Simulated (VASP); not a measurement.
# SbO6 (I4/mmm) in VASP: further runs

Runs on SbO6. Level: PBE. Tasks: single point.

Everything below comes from runs of VASP 6.6.1. Logs are shortened: lines on timing, memory, paths and dates and some standing lists are left out, and cuts for length are marked.

## 1. The cell of the first run

Symmetry: I4/mmm, No. 139, tetragonal system. Conventional cell: a = 6.104 Å, b = 6.104 Å, c = 6.045 Å, α = 90.00°, β = 90.00°, γ = 90.00°. Sb (site symmetry 4/mmm) has 6 O at 1.74 to 1.78 Å within 2.3 Å. O (site symmetry m2m) has 1 Sb at 1.78 Å and 5 O at 2.49 to 2.55 Å within 2.6 Å. O (site symmetry 4mm) has 1 Sb at 1.74 Å within 2.3 Å.

The cell was generated, and may not be a known phase.

## 2. Single point, PBE

INCAR reads:

```
SYSTEM = SbO6
PREC = Accurate ; ENCUT = 700
EDIFF = 1E-6 ; ISMEAR = 0
SIGMA = 0.1 ; LREAL = .FALSE.
LASPH = .TRUE. ; NELM = 120
ALGO = Normal ; ISIF = 2
LWAVE = .FALSE. ; LCHARG = .FALSE.
GGA = PE ; NBANDS = 34
GGA_COMPAT = .FALSE.
```

KPOINTS reads:

```
Automatic mesh
0
G
  4 4 4
  0 0 0
```

POSCAR reads:

```
SbO6
1.0
   -3.0520990200      3.0520990200      3.0227109300
    3.0520990200     -3.0520990200      3.0227109300
    3.0520990200      3.0520990200     -3.0227109300
Sb O
1 6
Direct
    0.0000000000      0.0000000000      0.0000000000
    0.0000000000      0.7085205900      0.7085205900
    0.0000000000      0.2914794100      0.2914794100
    0.7116465600      0.7116465600      0.0000000000
    0.2883534400      0.2883534400      0.0000000000
    0.7085205900      0.0000000000      0.7085205900
    0.2914794100      0.0000000000      0.2914794100
```

Potentials or basis: VASP PAW PBE potentials, release 64 (Sb_d_GW, O).

On the command line:

```sh
cat potpaw_PBE.64/Sb_d_GW/POTCAR potpaw_PBE.64/O/POTCAR > POTCAR
mpirun -np 1 vasp_std > vasp.out
```

OUTCAR:

```text
SYSTEM = SbO6
   PREC = Accurate
   ENCUT = 700
   EDIFF = 1E-6
   ISMEAR = 0
   LREAL = .FALSE.
   LASPH = .TRUE.
   NELM = 120
   ISIF = 2
   GGA = PE

 ion  position               nearest neighbor table
   1  0.000  0.000  0.000-   4 1.74   5 1.74   2 1.78   3 1.78   6 1.78   7 1.78
   2  0.000  0.709  0.709-   1 1.78
   3  0.000  0.291  0.291-   1 1.78
   4  0.712  0.712  0.000-   1 1.74
   5  0.288  0.288  0.000-   1 1.74
   6  0.709  0.000  0.709-   1 1.78
   7  0.291  0.000  0.291-   1 1.78

  LATTYP: Found a body centered tetragonal cell.
 ALAT       =     6.1041980400
 C/A-ratio  =     0.9903711872

  Lattice vectors:

 A1 = (  -3.0520990200,   3.0520990200,   3.0227109300)
 A2 = (   3.0520990200,  -3.0520990200,   3.0227109300)
 A3 = (   3.0520990200,   3.0520990200,  -3.0227109300)

Analysis of symmetry for initial positions (statically):
=====================================================================
 Subroutine PRICEL returns:
 Original cell was already a primitive cell.

 Routine SETGRP: Setting up the symmetry group for a
 body centered tetragonal supercell.

 Subroutine GETGRP returns: Found 16 space group operations
 (whereof 16 operations were pure point group operations)
 out of a pool of 16 trial point group operations.

The static configuration has the point symmetry D_4h.

Analysis of symmetry for dynamics (positions and initial velocities):
=====================================================================
 Subroutine PRICEL returns:
 Original cell was already a primitive cell.

 Routine SETGRP: Setting up the symmetry group for a
 body centered tetragonal supercell.

 Subroutine GETGRP returns: Found 16 space group operations
 (whereof 16 operations were pure point group operations)
 out of a pool of 16 trial point group operations.

The dynamic configuration has the point symmetry D_4h.

 Subroutine INISYM returns: Found 16 space group operations
 (whereof 16 operations are pure point group operations),
 and found     1 'primitive' translations

----------------------------------------------------------------------------------------

                                     Primitive cell

  volume of cell :     112.6299

  direct lattice vectors                    reciprocal lattice vectors
    -3.052099020  3.052099020  3.022710930     0.000000000  0.163821684  0.165414428
     3.052099020 -3.052099020  3.022710930     0.163821684  0.000000000  0.165414428
     3.052099020  3.052099020 -3.022710930     0.163821684  0.163821684  0.000000000

  length of vectors
     5.269477984  5.269477984  5.269477984     0.232807811  0.232807811  0.231678847

  position of ions in fractional coordinates (direct lattice)
     0.000000000  0.000000000  0.000000000
     0.000000000  0.708520590  0.708520590
     0.000000000  0.291479410  0.291479410
     0.711646560  0.711646560  0.000000000
     0.288353440  0.288353440  0.000000000
     0.708520590  0.000000000  0.708520590
     0.291479410  0.000000000  0.291479410

  ion indices of the primitive-cell ions
   primitive index   ion index
                 1           1
                 2           2
                 3           3
                 4           4
                 5           5
                 6           6
                 7           7

----------------------------------------------------------------------------------------

 KPOINTS: Automatic mesh

Automatic generation of k-mesh.
 Grid dimensions read from file:
 generate k-points for:    4    4    4

 Generating k-lattice:

  Cartesian coordinates                     Fractional coordinates (reciprocal lattice)
     0.000000000  0.040955421  0.041353607     0.250000000  0.000000000 -0.000000000
     0.040955421  0.000000000  0.041353607     0.000000000  0.250000000 -0.000000000
     0.040955421  0.040955421  0.000000000     0.000000000  0.000000000  0.250000000

  Length of vectors
     0.058201953  0.058201953  0.057919712

  Shift w.r.t. Gamma in fractional coordinates (k-lattice)
     0.000000000  0.000000000  0.000000000

 Subroutine IBZKPT returns following result:
 ===========================================

 Found     13 irreducible k-points:

 Following reciprocal coordinates:
            Coordinates               Weight
  0.000000  0.000000  0.000000      1.000000
  0.250000  0.000000  0.000000      8.000000
  0.500000  0.000000  0.000000      4.000000
  0.250000  0.250000  0.000000      8.000000
  0.500000  0.250000  0.000000     16.000000
 -0.250000  0.250000  0.000000      4.000000
  0.500000  0.500000  0.000000      2.000000
  0.250000  0.250000  0.250000      2.000000
 -0.250000  0.250000  0.250000      4.000000
  0.500000  0.500000  0.250000      4.000000
 -0.250000  0.500000  0.250000      8.000000
 -0.250000 -0.250000  0.250000      2.000000
  0.500000  0.500000  0.500000      1.000000
   k-points           NKPTS =     13   k-points in BZ     NKDIM =     13   number of bands    NBANDS=     34
   number of dos      NEDOS =    301   number of ions     NIONS =      7
   total plane-waves  NPLWV = 110592
   dimension x,y,z NGX =    48 NGY =   48 NGZ =   48
   dimension x,y,z NGXF=    96 NGYF=   96 NGZF=   96
   ions per type =               1   6
   NGX,Y,Z   is equivalent  to a cutoff of  15.14, 15.14, 15.14 a.u.
   NGXF,Y,Z  is equivalent  to a cutoff of  30.29, 30.29, 30.29 a.u.
 SYSTEM =  SbO6
   PREC   = accura    normal or accurate (medium, high low for compatibility)
   ISTART =      0    job   : 0-new  1-cont  2-samecut
   ICHARG =      2    charge: 1-file 2-atom 10-const
   ISPIN  =      1    spin polarized calculation?
   LNONCOLLINEAR =      F non collinear calculations
   LSORBIT =      F    spin-orbit coupling
   LASPH  =      T    aspherical Exc in radial PAW
   ENCUT  =  700.0 eV  51.45 Ry    7.17 a.u.  11.37 11.37 11.37*2*pi/ulx,y,z
   NELM   =    120;   NELMIN=  2; NELMDL= -5     # of ELM steps
   EDIFF  = 0.1E-05   stopping-criterion for ELM
   LREAL  =      F    real-space projection
[... 7 lines left out ...]
   TEBEG  =    0.0;   TEEND  =   0.0 temperature during run
   PSTRESS=    0.0 pullay stress
   NELECT =      51.0000    total number of electrons
   NUPDOWN=      -1.0000    fix difference up-down
   EMIN   =  10.00;   EMAX   =-10.00  energy-range for DOS
   EFERMI =   0.00;   METHOD = LEGACY
   ISMEAR =     0;   SIGMA  =   0.10  broadening in eV -4-tet -1-fermi 0-gaus
   EFERMI_NEDOS =   21; number of points for ismear=-14 and -15
   IALGO  =     38    algorithm
   IMIX   =      4    mixing-type and parameters
     AMIX     =   0.40;   BMIX     =  1.00
     AMIX_MAG =   1.60;   BMIX_MAG =  1.00
  volume/ion in A,a.u.               =      16.09       108.58
  Fermi-wavevector in a.u.,A,eV,Ry     =   1.257130  2.375632 21.502327  1.580376
  Thomas-Fermi vector in A             =   2.390804
   LORBIT       =      0    0 simple, 1 ext, 2 COOP (PROOUT), +10 PAW based schemes
   GGA     = PE    functional components
   LHFCALC =     F    Hartree Fock is set to
   AEXX    =    0.0000 exact exchange contribution
   IVDW    =     0    specifies the selected vdW correction
   LEPSILON=     F    determine dielectric tensor
   LRPA    =     F    only Hartree local field effects (RPA)
 non-spin polarized calculation
 Gauss-broadening in eV      SIGMA  =   0.10
  energy-cutoff  :      700.00
  volume of cell :      112.63
 maximum number of plane-waves:      4762
 NGX is ok and might be reduce to    48
   NGX = 23   NGY = 23   NGZ = 23

 number of electron      51.0000003 magnetization

 Free energy of the ion-electron system (eV)
  ---------------------------------------------------
  ext. energy  EPLUGINS =         0.00000000
  ---------------------------------------------------
  free energy    TOTEN  =       -22.44773214 eV

  energy without entropy =      -22.37390809  energy(sigma->0) =      -22.41082011

 E-fermi :  -2.3348     XC(G=0):  -8.4125

 val. band max:       -2.3440624248   @ k =   0.5000   0.0000   0.0000
 cond. band min:      -2.3231852207   @ k =   0.2500   0.2500   0.2500
 fundamental gap:      0.0208772041
 Fermi energy:        -2.3348086575

 k-point     1 :       0.0000    0.0000    0.0000
  band No.  band energies     occupation
      1     -30.2394      2.00000
      2     -30.0768      2.00000
      3     -29.1469      2.00000
      4     -29.1469      2.00000
      5     -29.1271      2.00000
      6     -22.1278      2.00000
[... 26 lines left out ...]
     33      11.9125      0.00000
     34      11.9805      0.00000

 k-point     2 :       0.2500    0.0000    0.0000
  band No.  band energies     occupation
      1     -30.2390      2.00000
      2     -30.0767      2.00000
      3     -29.1469      2.00000
      4     -29.1469      2.00000
      5     -29.1270      2.00000
      6     -22.0769      2.00000
[... 26 lines left out ...]
     33      10.9509      0.00000
     34      11.4584      0.00000

 k-point     3 :       0.5000    0.0000    0.0000
  band No.  band energies     occupation
      1     -30.2386      2.00000
      2     -30.0766      2.00000
      3     -29.1468      2.00000
      4     -29.1468      2.00000
      5     -29.1270      2.00000
      6     -22.0221      2.00000
[... 26 lines left out ...]
     33      10.4423      0.00000
     34      11.0846      0.00000
[... 297 lines left out ...]
 k-point    12 :      -0.2500   -0.2500    0.2500
  band No.  band energies     occupation
      1     -30.2388      2.00000
      2     -30.0773      2.00000
      3     -29.1468      2.00000
      4     -29.1468      2.00000
      5     -29.1269      2.00000
      6     -22.0524      2.00000
[... 26 lines left out ...]
     33      10.6535      0.00000
     34      11.3286      0.00000

 k-point    13 :       0.5000    0.5000    0.5000
  band No.  band energies     occupation
      1     -30.2403      2.00000
      2     -30.0778      2.00000
      3     -29.1466      2.00000
      4     -29.1466      2.00000
      5     -29.1268      2.00000
      6     -22.0360      2.00000
[... 26 lines left out ...]
     33      10.2681      0.00000
     34      10.4086      0.00000

------------------------ aborting loop because EDIFF is reached ----------------------------------------

  FORCE on cell =-STRESS in cart. coord.  units (eV):
  Direction    XX          YY          ZZ          XY          YZ          ZX
  --------------------------------------------------------------------------------------
  -------------------------------------------------------------------------------------
  Total       21.4139523     21.4139523     26.7389279      0.0000000     -0.0000000      0.0000000
  in kB      304.6166007    304.6166007    380.3651557      0.0000000     -0.0000000      0.0000000
  external PRESSURE =     329.8661191 kB  Pullay stress =       0.0000000 kB

 VOLUME and BASIS-vectors are now :
 -----------------------------------------------------------------------------
  energy-cutoff  :      700.00
  volume of cell :      112.63
      direct lattice vectors                 reciprocal lattice vectors
    -3.052099020  3.052099020  3.022710930     0.000000000  0.163821684  0.165414428
     3.052099020 -3.052099020  3.022710930     0.163821684  0.000000000  0.165414428
     3.052099020  3.052099020 -3.022710930     0.163821684  0.163821684  0.000000000

 POSITION                                       TOTAL-FORCE (eV/Angst)
 -----------------------------------------------------------------------------------
      0.00000      0.00000      0.00000        -0.000000      0.000000     -0.000000
      4.32495      0.00000      0.00000        -6.163184      0.000000     -0.000000
      1.77925      0.00000      0.00000         6.163184      0.000000     -0.000000
      0.00000      0.00000      4.30220        -0.000000      0.000000     -7.800603
      0.00000      0.00000      1.74322        -0.000000      0.000000      7.800603
      0.00000      4.32495      0.00000        -0.000000     -6.163184     -0.000000
      0.00000      1.77925      0.00000        -0.000000      6.163184     -0.000000
 -----------------------------------------------------------------------------------
    total drift:                               -0.000000     -0.000000      0.000000

  FREE ENERGIE OF THE ION-ELECTRON SYSTEM (eV)
  ---------------------------------------------------
  free  energy   TOTEN  =       -22.4477321355 eV

  energy  without entropy=      -22.3739080921  energy(sigma->0) =      -22.41082011
```

Run time: 82 s. Hardware: 1 thread of AMD EPYC 9R45 (Zen 5), shared host; peak memory 0.33 GiB.

What came out:

- Free energy: -22.4477 eV
- Pressure: 33.0 GPa
- Largest force: 7.801 eV/Å
- Band gap on the k mesh: zero (an odd number of electrons rules out a gap without spin polarisation)

Forces on the atoms (eV/Å):
```
Sb   0.000  0.000  0.000
O   -6.163  0.000  0.000
O    6.163  0.000  0.000
O    0.000  0.000 -7.801
O    0.000  0.000  7.801
O    0.000 -6.163  0.000
O    0.000  6.163  0.000
```

Caveat: the k points lie up to 0.37 Å⁻¹ apart, too coarse for converged energies and pressures of a metal; spin-orbit coupling is left out, which moves the levels of the heavy elements; an odd number of electrons without spin polarisation forces a metal; a magnetic or distorted state may lie lower.

## 3. Single point, PBE

This run uses another cell than the first one, of 14.24 Å³/atom.

INCAR reads:

```
PREC = Accurate
ENCUT = 700
EDIFF = 1E-6
ISMEAR = 0
SIGMA = 0.1
LREAL = False
LASPH = True
NELM = 120
ALGO = Normal
ISIF = 2
LWAVE = False
LCHARG = True
GGA = PE
LELF = True
LVHAR = True
NBANDS = 34
GGA_COMPAT = False
```

KPOINTS reads:

```
regular mesh
0
Gamma
  4 4 4
```

POSCAR reads:

```
SbO6
1.0
   -2.9149729005      2.9149729005      2.9332765076
    2.9149729005     -2.9149729005      2.9332765076
    2.9149729005      2.9149729005     -2.9332765076
Sb O
1 6
Direct
    0.0000000000      0.0000000000      0.0000000000
    0.0000000000      0.6121533176      0.6121533176
    0.0000000000      0.3878466824      0.3878466824
    0.6110008549      0.6110008549      0.0000000000
    0.3889991451      0.3889991451      0.0000000000
    0.6121533176      0.0000000000      0.6121533176
    0.3878466824      0.0000000000      0.3878466824
```

Potentials or basis: VASP PAW PBE potentials, release 64 (Sb_d_GW, O).

On the command line:

```sh
cat potpaw_PBE.64/Sb_d_GW/POTCAR potpaw_PBE.64/O/POTCAR > POTCAR
mpirun -np 1 vasp_std > vasp.out
```

It took 65 s on 1 thread of Intel Xeon 6975P-C (Granite Rapids), shared host; peak memory 0.35 GiB.

It converged, with:

```
Free energy            : -31.4989 eV
Pressure               : 0.4 GPa
Largest force          : 0.471 eV/Å
Band gap on the k mesh : zero (an odd number of electrons rules out a gap without spin polarisation)
```

Forces in eV/Å, atoms in the order of the input:
```
Sb   0.000  0.000  0.000
O    0.448  0.000  0.000
O   -0.448  0.000  0.000
O    0.000  0.000  0.471
O    0.000  0.000 -0.471
O    0.000  0.448  0.000
O    0.000 -0.448  0.000
```

Stress tensor (GPa, compression positive):
```
0.33 0.00 0.00
0.00 0.33 0.00
0.00 0.00 0.44
```

Levels at points of the mesh, in eV from the Fermi level:
| k point | band 23 | band 24 | band 25 | band 26 | band 27 | band 28 | band 29 | band 30 |
| --- | --- | --- | --- | --- | --- | --- | --- | --- |
| (0.00, 0.00, 0.00) | -0.91 | -0.91 | 0.43 | 0.43 | 0.44 | 1.59 | 1.62 | 1.62 |
| (0.50, 0.00, 0.00) | -0.40 | -0.18 | -0.16 | -0.11 | -0.01 | 2.44 | 4.37 | 4.63 |
| (0.50, 0.50, 0.00) | -0.40 | -0.17 | -0.16 | -0.10 | -0.01 | 2.45 | 4.47 | 4.70 |
| (0.50, 0.50, 0.50) | -0.49 | -0.49 | 0.29 | 0.29 | 0.30 | 1.45 | 1.48 | 1.48 |

Caveat: the k points lie up to 0.38 Å⁻¹ apart, too coarse for converged energies and pressures of a metal; spin-orbit coupling is left out, which moves the levels of the heavy elements; an odd number of electrons without spin polarisation forces a metal; a magnetic or distorted state may lie lower.

The gap in the log of VASP goes by the Fermi energy; the results here count the filled bands.